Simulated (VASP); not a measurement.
# C (P6_3/mmc) in VASP: further runs

The runs below take C through relaxation of cell and atoms, with LDA.

All numbers are computed with VASP 6.6.1; they aren't measurements. Logs are shortened: lines on timing, memory, paths and dates and some standing lists are left out, and cuts for length are marked.

## 1. The cell of the first run

It takes space group P6_3/mmc (No. 194, hexagonal). Conventional cell: a = 2.120 Å, b = 2.120 Å, c = 3.462 Å, α = 90.00°, β = 90.00°, γ = 120.00°. Within 2.8 Å of C (site symmetry -6m2) lie 12 C at 2.12 Å.

## 2. Relaxation of cell and atoms, LDA, target pressure 20 GPa, at which the enthalpy is minimised

Input file INCAR:

```
PREC = Accurate ; ENCUT = 1300
EDIFF = 1E-7 ; ISMEAR = 0
SIGMA = 0.1 ; LREAL = F
LASPH = T ; NELM = 120
ALGO = Normal ; ISIF = 3
LWAVE = F ; LCHARG = F
IBRION = 2 ; NSW = 80
EDIFFG = -0.03 ; PSTRESS = 200.0
GGA_COMPAT = F ; NELMIN = 4
```

Input file KPOINTS:

```
Automatic mesh
0
Gamma
  23 23 13
```

Input file POSCAR:

```
C
1.0
    2.1200000000      0.0000000000      0.0000000000
   -1.0600000000      1.8359738560      0.0000000000
    0.0000000000      0.0000000000      3.4619600000
C
2
Direct
    0.3333333333      0.6666666667      0.2500000000
    0.6666666667      0.3333333333      0.7500000000
```

Potentials or basis: VASP PAW LDA potentials, release 64 (C_h).

The run is started by

```
> cat potpaw_LDA.64/C_h/POTCAR > POTCAR
> mpirun -np 1 vasp_std > vasp.out
```

OUTCAR:

```text
PREC = Accurate
   ENCUT = 1300
   EDIFF = 1E-7
   ISMEAR = 0
   LREAL = F
   LASPH = T
   NELM = 120
   ISIF = 3
   IBRION = 2
   NSW = 80
   EDIFFG = -0.03
   PSTRESS = 200.0
   NELMIN = 4

 ion  position               nearest neighbor table
   1  0.333  0.667  0.250-
   2  0.667  0.333  0.750-

  LATTYP: Found a hexagonal cell.
 ALAT       =     2.1200000000
 C/A-ratio  =     1.6330000000

  Lattice vectors:

 A1 = (   2.1200000000,   0.0000000000,   0.0000000000)
 A2 = (  -1.0600000000,   1.8359738560,   0.0000000000)
 A3 = (   0.0000000000,   0.0000000000,   3.4619600000)

Analysis of symmetry for initial positions (statically):
=====================================================================
 Subroutine PRICEL returns:
 Original cell was already a primitive cell.

 Routine SETGRP: Setting up the symmetry group for a
 hexagonal supercell.

 Subroutine GETGRP returns: Found 24 space group operations
 (whereof 12 operations were pure point group operations)
 out of a pool of 24 trial point group operations.

The static configuration has the point symmetry D_3d.
 The point group associated with its full space group is D_6h.

Analysis of symmetry for dynamics (positions and initial velocities):
=====================================================================
 Subroutine PRICEL returns:
 Original cell was already a primitive cell.

 Routine SETGRP: Setting up the symmetry group for a
 hexagonal supercell.

 Subroutine GETGRP returns: Found 24 space group operations
 (whereof 12 operations were pure point group operations)
 out of a pool of 24 trial point group operations.

The dynamic configuration has the point symmetry D_3d.
 The point group associated with its full space group is D_6h.

 Subroutine INISYM returns: Found 24 space group operations
 (whereof 12 operations are pure point group operations),
 and found     1 'primitive' translations

----------------------------------------------------------------------------------------

                                     Primitive cell

  volume of cell :      13.4749

  direct lattice vectors                    reciprocal lattice vectors
     2.120000000  0.000000000  0.000000000     0.471698113  0.272335033  0.000000000
    -1.060000000  1.835973856  0.000000000     0.000000000  0.544670065  0.000000000
     0.000000000  0.000000000  3.461960000     0.000000000  0.000000000  0.288853713

  length of vectors
     2.120000000  2.120000000  3.461960000     0.544670065  0.544670065  0.288853713

  position of ions in fractional coordinates (direct lattice)
[... 75 lines left out ...]
   LSORBIT =      F    spin-orbit coupling
   LASPH  =      T    aspherical Exc in radial PAW
   ENCUT  = 1300.0 eV  95.55 Ry    9.77 a.u.   6.23  6.23 10.18*2*pi/ulx,y,z
   NELM   =    120;   NELMIN=  4; NELMDL= -5     # of ELM steps
   EDIFF  = 0.1E-06   stopping-criterion for ELM
   LREAL  =      F    real-space projection
   EDIFFG = -.3E-01   stopping-criterion for IOM
   NSW    =     80    number of steps for IOM
   IBRION =      2    ionic relax: 0-MD 1-quasi-New 2-CG
   NFREE  =      1    steps in history (QN), initial steepest desc. (CG)
   ISIF   =      3    stress and relaxation
   ISYM   =      2    0-nonsym 1-usesym 2-fastsym
   POTIM  = 0.5000    time-step for ionic-motion
   TEBEG  =    0.0;   TEEND  =   0.0 temperature during run
   PSTRESS=  200.0 pullay stress
   NELECT =       8.0000    total number of electrons
   NUPDOWN=      -1.0000    fix difference up-down
   EMIN   =  10.00;   EMAX   =-10.00  energy-range for DOS
   EFERMI =   0.00;   METHOD = LEGACY
   ISMEAR =     0;   SIGMA  =   0.10  broadening in eV -4-tet -1-fermi 0-gaus
   EFERMI_NEDOS =   21; number of points for ismear=-14 and -15
   IALGO  =     38    algorithm
   IMIX   =      4    mixing-type and parameters
     AMIX     =   0.40;   BMIX     =  1.00
     AMIX_MAG =   1.60;   BMIX_MAG =  1.00
  volume/ion in A,a.u.               =       6.74        45.47
  Fermi-wavevector in a.u.,A,eV,Ry     =   1.375931  2.600133 25.758365  1.893186
  Thomas-Fermi vector in A             =   2.501222
   LORBIT       =      0    0 simple, 1 ext, 2 COOP (PROOUT), +10 PAW based schemes
   GGA     = CA    functional components
   LHFCALC =     F    Hartree Fock is set to
   AEXX    =    0.0000 exact exchange contribution
   IVDW    =     0    specifies the selected vdW correction
   LEPSILON=     F    determine dielectric tensor
   LRPA    =     F    only Hartree local field effects (RPA)
 conjugate gradient relaxation of ions
 non-spin polarized calculation
 Gauss-broadening in eV      SIGMA  =   0.10
  energy-cutoff  :     1300.00
  volume of cell :       13.47
 maximum number of plane-waves:      1454
 NGX is ok and might be reduce to    28
   NGX = 13   NGY = 13   NGZ = 21

--------------------------------------- Ionic step        1  -------------------------------------------

 number of electron       8.0000000 magnetization

 Free energy of the ion-electron system (eV)
  ---------------------------------------------------
  ext. energy  EPLUGINS =         0.00000000
  ---------------------------------------------------
  free energy    TOTEN  =       -11.24178614 eV

  energy without entropy =      -11.23815364  energy(sigma->0) =      -11.23996989

 E-fermi :   9.6497     XC(G=0): -13.3310

 val. band max:        9.6144448730   @ k =   0.1304   0.0870   0.3846
 cond. band min:       9.6537739904   @ k =   0.2174   0.1739   0.4615
 fundamental gap:      0.0393291174
 Fermi energy:         9.6497488271

 k-point     1 :       0.0000    0.0000    0.0000
  band No.  band energies     occupation
      1     -10.0204      2.00000
      2       0.1917      2.00000
      3       0.2329      2.00000
      4      16.2839      0.00000
      5      16.2839      0.00000
      6      18.1308      0.00000
      7      18.1308      0.00000
      8      18.2373      0.00000
[... 362 lines left out ...]
  energy  without entropy=      -11.1880083356  energy(sigma->0) =      -11.18906200

  enthalpy is  TOTEN    =        -9.7204557297 eV   P V=        1.4696599396

[... ionic steps 4 to 20 ...]

--------------------------------------- Ionic step       21  -------------------------------------------

 number of electron       7.9999999 magnetization

------------------------ aborting loop because EDIFF is reached ----------------------------------------
[... 71 lines left out ...]
--------------------------------------- Ionic step       23  -------------------------------------------

 number of electron       7.9999999 magnetization

 Free energy of the ion-electron system (eV)
  ---------------------------------------------------
  ext. energy  EPLUGINS =         0.00000000
  ---------------------------------------------------
  free energy    TOTEN  =       -12.21324303 eV

  energy without entropy =      -12.21146626  energy(sigma->0) =      -12.21235465

 E-fermi :  11.1508     XC(G=0): -13.3028

 val. band max:       11.1115418554   @ k =   0.3043   0.0870   0.2308
 cond. band min:      11.1864205711   @ k =   0.3478   0.0870   0.4615
 fundamental gap:      0.0748787156
 Fermi energy:        11.1507931276

 k-point     1 :       0.0000    0.0000    0.0000
  band No.  band energies     occupation
      1     -12.1890      2.00000
      2     -10.5901      2.00000
      3      -1.2283      2.00000
      4       5.1006      2.00000
      5      17.1697      0.00000
      6      28.5545      0.00000
      7      28.5545      0.00000
      8      28.6129      0.00000
[... 286 lines left out ...]
  energy  without entropy=      -12.2114662619  energy(sigma->0) =      -12.21235465

  enthalpy is  TOTEN    =       -10.6743995389 eV   P V=        1.5388434899

 reached required accuracy - stopping structural energy minimisation
```

Run time: 15 min. Hardware: 1 thread of Intel Xeon 6975P-C (Granite Rapids), shared host; peak memory 0.25 GiB.

What came out:

```
Free energy                                                : -12.2132 eV
Relaxed volume                                             : 6.16 Å³/atom
Relaxed cell                                               : a = 1.661 Å, b = 1.661 Å, c = 5.158 Å, α = 90.00°, β = 90.00°, γ = 120.00°
Space group after relaxing (to 0.1 Å)                      : P6_3/mmc (No. 194)
Energy change on relaxing (the run minimises the enthalpy) : -485.7 meV/atom
Ionic steps                                                : 23
Pressure after relaxing                                    : 20.6 GPa
Band gap on the k mesh                                     : zero (bands 4 and 5 overlap by 3.26 eV)
```

The path:
| step | energy change (eV) | largest force (eV/Å) | pressure (GPa) | volume (Å³) |
| --- | --- | --- | --- | --- |
| 1 | 0.0000 | 0.0000 | -7.03 | 13.47 |
| 2 | 0.1129 | 0.0000 | 29.69 | 11.38 |
| 3 | 0.0517 | 0.0000 | 20.26 | 11.77 |
| 4 | 0.0477 | 0.0000 | 19.55 | 11.81 |
| 5 | 0.0463 | 0.0000 | 19.50 | 11.81 |
| 6 | 0.0416 | 0.0000 | 19.48 | 11.83 |
| 7 | 0.0208 | 0.0000 | 19.18 | 11.85 |
| 8 | -0.0324 | 0.0000 | 19.10 | 11.87 |
| 9 | -0.1709 | 0.0000 | 18.87 | 11.84 |
| 10 | -0.5265 | 0.0000 | 19.10 | 11.46 |
| 11 | 3.2037 | 0.0000 | 293.70 | 9.73 |
| 12 | -0.6861 | 0.0000 | 32.17 | 11.27 |
| 13 | -0.5223 | 0.0000 | 79.38 | 10.86 |
| 14 | -0.6979 | 0.0000 | 50.84 | 11.09 |
| 15 | -0.6839 | 0.0000 | 55.12 | 11.05 |
| 16 | -0.7144 | 0.0000 | 51.19 | 11.14 |
| 17 | -0.7932 | 0.0000 | 40.12 | 11.42 |
| 18 | -0.8988 | 0.0000 | 21.25 | 11.99 |
| 19 | -0.9089 | 0.0000 | 21.19 | 12.03 |
| 20 | -0.9367 | 0.0000 | 20.81 | 12.13 |
| 21 | -0.9738 | 0.0000 | 20.61 | 12.35 |
| 22 | -0.9723 | 0.0000 | 20.60 | 12.33 |
| 23 | -0.9715 | 0.0000 | 20.62 | 12.33 |

Final structure:
```yaml
crystal:
  lattice:
    - [1.66123, 0.00000, 0.00000]
    - [-0.83062, 1.43867, 0.00000]
    - [0.00000, 0.00000, 5.15802]
  atoms:
    - { symbol: C, position: [0.33333, 0.66667, 0.25000] }
    - { symbol: C, position: [0.66667, 0.33333, 0.75000] }
```

Caveat: the cell is relaxed towards a set pressure, so the run minimises the enthalpy, not the energy; a cell axis changed by over 15 % at a fixed basis, so the end point is rough.

## 3. Relaxation of cell and atoms, LDA, target pressure 10 GPa, at which the enthalpy is minimised

Input file INCAR:

```
SYSTEM = C
PREC = Accurate
ENCUT = 1300
EDIFF = 1E-7
ISMEAR = 0
SIGMA = 0.1
LREAL = .FALSE.
LASPH = .TRUE.
NELM = 120
ALGO = Normal
ISIF = 3
LWAVE = .FALSE.
LCHARG = .FALSE.
IBRION = 2
NSW = 80
EDIFFG = -0.03
PSTRESS = 100.0
GGA_COMPAT = .FALSE.
NELMIN = 4
```

Input file KPOINTS:

```
Automatic mesh
0
G
  23 23 13
  0 0 0
```

POSCAR is that of step 2.

Potentials or basis: VASP PAW LDA potentials, release 64 (C_h).

The run is started by

```
> cat potpaw_LDA.64/C_h/POTCAR > POTCAR
> mpirun -np 1 vasp_std > vasp.out
```

Wall time 13 min (1 thread of Intel Xeon 6975P-C (Granite Rapids), shared host); peak memory 0.25 GiB.

The run converged. Its results:

```
Free energy                                                : -12.2682 eV
Relaxed volume                                             : 6.46 Å³/atom
Relaxed cell                                               : a = 1.675 Å, b = 1.675 Å, c = 5.313 Å, α = 90.00°, β = 90.00°, γ = 120.00°
Space group after relaxing (to 0.1 Å)                      : P6_3/mmc (No. 194)
Energy change on relaxing (the run minimises the enthalpy) : -513.2 meV/atom
Ionic steps                                                : 22
Pressure after relaxing                                    : 9.6 GPa
Band gap on the k mesh                                     : zero (bands 4 and 5 overlap by 2.83 eV)
```

Stress tensor (GPa, compression positive):
```
9.42 0.00 0.00
0.00 9.42 0.00
0.00 0.00 9.89
```

Step by step:
| step | energy change (eV) | largest force (eV/Å) | pressure (GPa) | volume (Å³) |
| --- | --- | --- | --- | --- |
| 1 | 0.0000 | 0.0000 | -7.03 | 13.47 |
| 2 | 0.0148 | 0.0000 | 13.17 | 12.12 |
| 3 | 0.0040 | 0.0000 | 10.41 | 12.28 |
| 4 | 0.0026 | 0.0000 | 9.99 | 12.30 |
| 5 | 0.0006 | 0.0000 | 9.96 | 12.31 |
| 6 | -0.0070 | 0.0000 | 9.92 | 12.34 |
| 7 | -0.0415 | 0.0000 | 9.05 | 12.38 |
| 8 | -0.1190 | 0.0000 | 7.82 | 12.44 |
| 9 | -0.2934 | 0.0000 | 7.67 | 12.40 |
| 10 | -0.8715 | 0.0000 | 27.09 | 11.80 |
| 11 | 11.9943 | 0.0000 | 603.29 | 9.07 |
| 12 | -0.8718 | 0.0000 | 31.90 | 11.75 |
| 13 | -0.8519 | 0.0000 | 39.85 | 11.67 |
| 14 | -0.8863 | 0.0000 | 34.33 | 11.82 |
| 15 | -0.9596 | 0.0000 | 19.52 | 12.26 |
| 16 | -0.9894 | 0.0000 | -3.31 | 13.17 |
| 17 | -0.9852 | 0.0000 | 11.18 | 12.55 |
| 18 | -0.9840 | 0.0000 | 11.71 | 12.53 |
| 19 | -0.9912 | 0.0000 | 11.42 | 12.58 |
| 20 | -1.0087 | 0.0000 | 10.62 | 12.71 |
| 21 | -1.0299 | 0.0000 | 9.39 | 12.98 |
| 22 | -1.0264 | 0.0000 | 9.58 | 12.92 |

Final structure:
```cif
data_structure
_symmetry_space_group_name_H-M 'P 1'
_symmetry_Int_Tables_number 1
_cell_length_a 1.6754
_cell_length_b 1.6754
_cell_length_c 5.3135
_cell_angle_alpha 90.000
_cell_angle_beta 90.000
_cell_angle_gamma 120.000
_cell_volume 12.92
loop_
_atom_site_label
_atom_site_type_symbol
_atom_site_fract_x
_atom_site_fract_y
_atom_site_fract_z
_atom_site_occupancy
C1 C 0.33333 0.66667 0.25000 1
C2 C 0.66667 0.33333 0.75000 1
```

Levels at points of the mesh, in eV from the Fermi level:
```tsv
k point	band 2	band 3	band 4	band 5	band 6	band 7
(0.00, 0.00, 0.00)	-21.52	-11.85	-6.18	5.61	16.96	16.96
```

Caveat: the cell is relaxed towards a set pressure, so the run minimises the enthalpy, not the energy; a cell axis changed by over 15 % at a fixed basis, so the end point is rough.

[end of part 1 of 2]

The gap in the log of VASP goes by the Fermi energy; the results here count the filled bands.